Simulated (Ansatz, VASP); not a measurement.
## One calculation of Al2BAs2, two programs

```xyz
5
Lattice="-1.9534 1.9534 6.3788 1.9534 -1.9534 6.3788 1.9534 1.9534 -6.3788" Properties=species:S:1:pos:R:3 pbc="T T T"
Al    1.9534    0.0000    3.1894
Al    0.0000    1.9534    3.1894
B     0.0000    0.0000    0.0000
As    0.0000    0.0000    7.8930
As    0.0000    0.0000    4.8646
```

Change from the starting cell: species swapped into the LaNi2As2 type (I4/mmm, No. 139).

Alike in both runs: functional PBE; k mesh 6 × 6 × 6; occupations gaussian, width 0.1 eV; no spin polarisation.

Ansatz relaxed the structure, and its values are those at the end. VASP's run is a single point on that final structure, the one shown.

|  | VASP | Ansatz |
| --- | --- | --- |
| version | VASP 6.6.1 | Ansatz 0.2.0 |
| potentials or method | VASP PAW PBE potentials, release 64 (Al, B, As), cutoff 520 eV | scalar-relativistic, plane waves, PAW |
| valence electrons in the cell | 19 | 39 |

VASP gave:

```
gap on the k mesh at the Fermi level (eV) : none
pressure (GPa)                            : 0.1
rms of the force components (eV/Å)        : 0.009
```

Task: What did Ansatz give for the same quantities?

Result: gap on the k mesh at the Fermi level (eV): none; pressure (GPa): -0.1; rms of the force components (eV/Å): 0.005.

A gap of «none» marks a metal or a gap that the smearing closes. VASP's potentials hold 19 valence electrons a cell and Ansatz's 39, so a difference there can come from the potentials and not from the codes.

The k mesh is coarse, so the values compare programs but aren't converged.
